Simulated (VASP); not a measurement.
# B3N2 (R32) in VASP: further runs, part 2 of 2

VASP 6.6.1. The steps go on from the part before.

### 4 Relaxation of cell and atoms, PBE

Contents of INCAR:

```
SYSTEM = B3N2
ALGO = Normal
EDIFF = 1E-6
EDIFFG = -0.04
ENCUT = 600
GGA = PE
IBRION = 2
ISIF = 3
ISMEAR = 0
LASPH = .True.
LCHARG = .False.
LREAL = .False.
LWAVE = .False.
NELM = 80
NSW = 90
PREC = Accurate
SIGMA = 0.1
```

Contents of KPOINTS:

```
k-points
0
Gamma
  6 6 6
  0 0 0
```

Contents of POSCAR:

```
B3N2
1.0
    2.3941797400      1.3822803200      1.9333846200
   -2.3941797400      1.3822803200      1.9333846200
    0.0000000000     -2.7645606400      1.9333846200
B N
3 2
Direct
    0.0000000000      0.2500000000      0.7500000000
    0.7500000000      0.0000000000      0.2500000000
    0.2500000000      0.7500000000      0.0000000000
    0.2599999900      0.2599999900      0.2599999900
    0.7400000100      0.7400000100      0.7400000100
```

The run is started by

```console
$ cat potpaw_PBE.64/B/POTCAR potpaw_PBE.64/N/POTCAR > POTCAR
$ mpirun -np 1 vasp_std > vasp.out
```

Wall time 2.5 min (1 thread of AMD EPYC 9R45 (Zen 5), shared host); peak memory 0.13 GiB.

Results (log left out):

- Free energy: -37.5713 eV
- Relaxed volume: 7.84 Å³/atom
- Relaxed cell: a = 3.683 Å, b = 3.683 Å, c = 3.683 Å, α = 65.00°, β = 65.00°, γ = 65.00°
- Space group after relaxing (to 0.1 Å): R32 (No. 155)
- Energy gained by relaxing: 1787.2 meV/atom
- Ionic steps: 24
- Pressure after relaxing: 0.2 GPa
- Largest force after relaxing: 0.015 eV/Å
- Band gap on the k mesh: zero (an odd number of electrons rules out a gap without spin polarisation)

Forces in eV/Å, atoms in the order of the input:
```
B   -0.003  0.005  0.000
B   -0.003 -0.005  0.000
B    0.006  0.000  0.000
N    0.000  0.000  0.015
N    0.000  0.000 -0.015
```

Stress tensor (GPa, compression positive):
```
0.29 0.00 0.00
0.00 0.29 0.00
0.00 0.00 0.13
```

The path:
```tsv
step	energy change (eV)	largest force (eV/Å)	pressure (GPa)	volume (Å³)
1	0.0000	1.3321	-27.46	38.39
2	-1.2729	1.4201	-1.49	31.50
3	-1.3520	1.5683	10.99	29.97
4	-2.2093	2.8253	33.24	28.50
5	-2.2773	3.7224	45.94	27.98
6	-2.8768	5.1823	50.78	28.44
7	-4.1843	3.2907	69.97	29.64
8	-5.0704	3.5299	55.43	31.56
9	-6.1317	3.8819	32.27	36.77
10	-6.1814	3.9690	28.30	38.14
11	-6.7941	2.3507	5.94	39.62
12	-6.9643	2.2644	-9.77	40.93
13	-7.1796	2.2709	-9.26	40.55
14	-7.7490	2.1946	-8.33	39.43
15	-8.3219	1.8854	-5.51	37.26
16	-8.5509	1.8129	5.51	36.42
17	-8.5940	1.7767	14.64	35.80
18	-8.7866	0.7665	11.69	36.64
19	-8.9019	0.6155	8.31	38.13
20	-8.9284	0.0501	-2.30	39.27
21	-8.9308	0.0933	0.00	39.01
22	-8.9335	0.0530	0.02	39.06
23	-8.9359	0.0417	0.11	39.17
24	-8.9360	0.0148	0.24	39.19
```

Final structure:
```
B N
1.0
     1.97895    1.14255    2.88849
    -1.97895    1.14255    2.88849
     0.00000   -2.28509    2.88849
B N
3 2
Direct
  0.00000 0.27520 0.72480
  0.72480 0.00000 0.27520
  0.27520 0.72480 0.00000
  0.33229 0.33229 0.33229
  0.66771 0.66771 0.66771
```

Levels at points of the mesh, in eV from the Fermi level:
| k point | band 7 | band 8 | band 9 | band 10 | band 11 | band 12 |
| --- | --- | --- | --- | --- | --- | --- |
| (0.00, 0.00, 0.00) | -7.20 | -5.40 | -2.37 | 2.32 | 2.32 | 3.70 |
| (0.50, 0.00, 0.00) | -5.68 | -4.66 | -4.34 | -0.96 | 1.59 | 2.56 |
| (0.50, 0.50, 0.00) | -5.61 | -5.58 | -5.31 | 0.66 | 2.38 | 3.94 |
| (0.50, 0.50, 0.50) | -7.52 | -7.52 | -1.30 | 3.90 | 4.04 | 4.04 |

### 5 Single point, PBE, collinear spin, ferromagnetic start

Contents of INCAR:

```
PREC     = Accurate       # precision mode
ENCUT    = 520            # plane-wave cutoff, eV
EDIFF    = 1E-6           # SCF threshold, eV
ISMEAR   = 0              # smearing method
SIGMA    = 0.1            # smearing width, eV
LREAL    = False          # projectors in reciprocal space
LASPH    = True           # aspherical terms in the spheres
NELM     = 150            # most SCF steps
ALGO     = Normal         # electronic algorithm
ISIF     = 2              # what is computed and relaxed
LWAVE    = False          # write WAVECAR
LCHARG   = False          # write CHGCAR
ISPIN    = 2              # spin polarisation
MAGMOM   = 0 0 0 1 1      # initial moments
LORBIT   = 11             # projections on sites
GGA      = PE             # functional
NBANDS   = 22             # bands
```

Contents of KPOINTS:

```
regular mesh
0
Gamma
  6 6 6
```

POSCAR is that of step 4.

The run is started by

```console
$ cat potpaw_PBE.64/B/POTCAR potpaw_PBE.64/N/POTCAR > POTCAR
$ mpirun -np 1 vasp_std > vasp.out
```

It took 29 s on 1 thread of AMD EPYC 9R45 (Zen 5), shared host; peak memory 0.15 GiB.

Results (log left out):

```yaml
Free_energy: -28.6278 eV
Pressure: -27.2 GPa
Largest_force: 1.330 eV/Å
Net_moment: 0.00 μB per cell
Valence_electrons_inside_the_program's_atomic_spheres: B 1.58; N 3.53
```

Forces on the atoms (eV/Å):
```
B   -0.398  0.689  0.000
B   -0.398 -0.689  0.000
B    0.796  0.000  0.000
N    0.000  0.000 -1.330
N    0.000  0.000  1.330
```

Stress tensor (GPa, compression positive):
```
-35.30   0.00   0.00
  0.00 -35.30   0.00
  0.00   0.00 -11.07
```

Levels at points of the mesh, in eV from the Fermi level:
Spin up:
```tsv
k point	band 6	band 7	band 8	band 9	band 10	band 11	band 12	band 13	band 14	band 15
(0.00, 0.00, 0.00)	-4.13	-4.13	-3.71	-3.37	-3.37	-1.80	3.17	4.04	4.04	5.52
(0.50, 0.00, 0.00)	-7.58	-5.88	-5.72	-1.38	-1.15	1.47	2.02	3.21	3.34	6.36
(0.50, 0.50, 0.00)	-6.13	-5.32	-4.50	-1.86	-1.53	0.67	3.64	3.77	3.97	6.61
(0.50, 0.50, 0.50)	-8.35	-8.35	-8.13	2.99	3.53	3.73	3.73	4.51	4.51	6.93
```
Spin down:
```csv
k point,band 6,band 7,band 8,band 9,band 10,band 11,band 12,band 13,band 14,band 15
"(0.00, 0.00, 0.00)",-4.13,-4.13,-3.71,-3.37,-3.37,-1.80,3.18,4.04,4.04,5.52
"(0.50, 0.00, 0.00)",-7.58,-5.88,-5.72,-1.38,-1.15,1.47,2.02,3.21,3.34,6.36
"(0.50, 0.50, 0.00)",-6.13,-5.32,-4.50,-1.85,-1.53,0.67,3.64,3.77,3.97,6.61
"(0.50, 0.50, 0.50)",-8.35,-8.35,-8.13,2.99,3.53,3.74,3.74,4.51,4.51,6.93
```

Caveat: the cell stands under tension; forces of over 1 eV/Å act on the atoms, so gaps and moduli don't describe the material at rest.

### 6 Single point, PBE, collinear spin, ferromagnetic start

This run uses another cell than the first one, of 10.68 Å³/atom.

Contents of INCAR:

```
SYSTEM = B3N2
  PREC = Accurate
  ENCUT = 520
  EDIFF = 1E-7
  ISMEAR = 0
  SIGMA = 0.1
  LREAL = .False.
  LASPH = .True.
  NELM = 150
  ALGO = Normal
  ISIF = 2
  LWAVE = .False.
  LCHARG = .True.
  ISPIN = 2
  MAGMOM = 0 0 0 1 1
  LORBIT = 11
  GGA = PE
  LELF = .True.
  LVHAR = .True.
  NBANDS = 22
```

Contents of KPOINTS:

```
Automatic mesh
0
Gamma
  6 6 6
  0 0 0
```

Contents of POSCAR:

```
B3N2
1.0
    1.9833980073      1.1451153734      3.9188230086
   -1.9833980073      1.1451153734      3.9188230086
    0.0000000000     -2.2902307469      3.9188230086
B N
3 2
Direct
    0.0000000000      0.2770450144      0.7229549856
    0.7229549856      0.0000000000      0.2770450144
    0.2770450144      0.7229549856      0.0000000000
    0.3334493516      0.3334493516      0.3334493516
    0.6665506484      0.6665506484      0.6665506484
```

Potentials or basis: VASP PAW PBE potentials, release 64 (B, N).

The run is started by

```console
$ cat potpaw_PBE.64/B/POTCAR potpaw_PBE.64/N/POTCAR > POTCAR
$ mpirun -np 1 vasp_std > vasp.out
```

It took 73 s on 1 thread of AMD EPYC 9R45 (Zen 5), shared host; peak memory 0.22 GiB.

The run converged. Its results:

```
Free energy                                           : -38.2948 eV
Pressure                                              : 0.1 GPa
Largest force                                         : 0.021 eV/Å
Net moment                                            : 0.00 μB per cell
Valence electrons inside the program's atomic spheres : B 2.04; N 3.99
```

Forces on the atoms (eV/Å):
```
B    0.010 -0.018  0.000
B    0.010  0.018  0.000
B   -0.021  0.000  0.000
N    0.000  0.000  0.002
N    0.000  0.000 -0.002
```

Stress tensor (GPa, compression positive):
```
0.10 0.00 0.00
0.00 0.10 0.00
0.00 0.00 0.20
```

Levels at points of the mesh, in eV from the Fermi level:
Spin up:
```
           k point  band 7  band 8  band 9  band 10  band 11  band 12
(0.00, 0.00, 0.00)   -7.26   -7.12   -1.95     2.79     3.25     3.25
(0.50, 0.00, 0.00)   -5.59   -5.47   -4.42    -0.45     2.50     2.88
(0.50, 0.50, 0.00)   -5.62   -5.58   -4.70    -0.27     2.43     3.48
(0.50, 0.50, 0.50)   -7.29   -7.29   -1.82     3.03     3.64     3.64
```
Spin down:
```
           k point  band 5  band 6  band 7  band 8  band 9  band 10  band 11  band 12  band 13  band 14
(0.00, 0.00, 0.00)   -8.24   -7.26   -7.26   -7.12   -1.95     2.79     3.25     3.25     3.74     5.47
(0.50, 0.00, 0.00)   -6.02   -5.66   -5.59   -5.47   -4.42    -0.45     2.50     2.88     3.20     6.06
(0.50, 0.50, 0.00)   -6.02   -5.84   -5.62   -5.58   -4.70    -0.27     2.43     3.48     3.98     6.36
(0.50, 0.50, 0.50)   -8.16   -8.02   -7.29   -7.29   -1.82     3.03     3.64     3.64     5.33     5.33
```

### 7 The runs side by side

```csv
task,spin,cell,cutoff (eV),gap on the mesh (eV),pressure (GPa),moment (μB),largest force (eV/Å)
single point,off,"a = 3.374 Å, angles 90.4°, 5 atoms, atomic positions A",520,none,-27.2,-,1.33
single point,off,"a = 4.539 Å, angles 51.8°, 5 atoms, atomic positions B",520,none,0.1,-,0.02
relaxation of cell and atoms,off,"relaxed from a = 3.374 Å, angles 90.4°, 5 atoms, atomic positions A",600,none,0.2,-,0.01
single point,"collinear, ferromagnetic start","a = 3.374 Å, angles 90.4°, 5 atoms, atomic positions A",520,none,-27.2,0.00,1.33
single point,"collinear, ferromagnetic start","a = 4.539 Å, angles 51.8°, 5 atoms, atomic positions B",520,none,0.1,0.00,0.02
```

Alike in all rows: level PBE; potentials or basis VASP PAW PBE potentials, release 64 (B, N); k mesh 6 × 6 × 6; smearing gaussian 0.1 eV.

Caveats: the cell stands under tension (at least some runs); forces of over 1 eV/Å act on the atoms, so gaps and moduli don't describe the material at rest (at least some runs).

Total energies depend on the potentials used, so only differences within one code and one set of settings carry meaning.
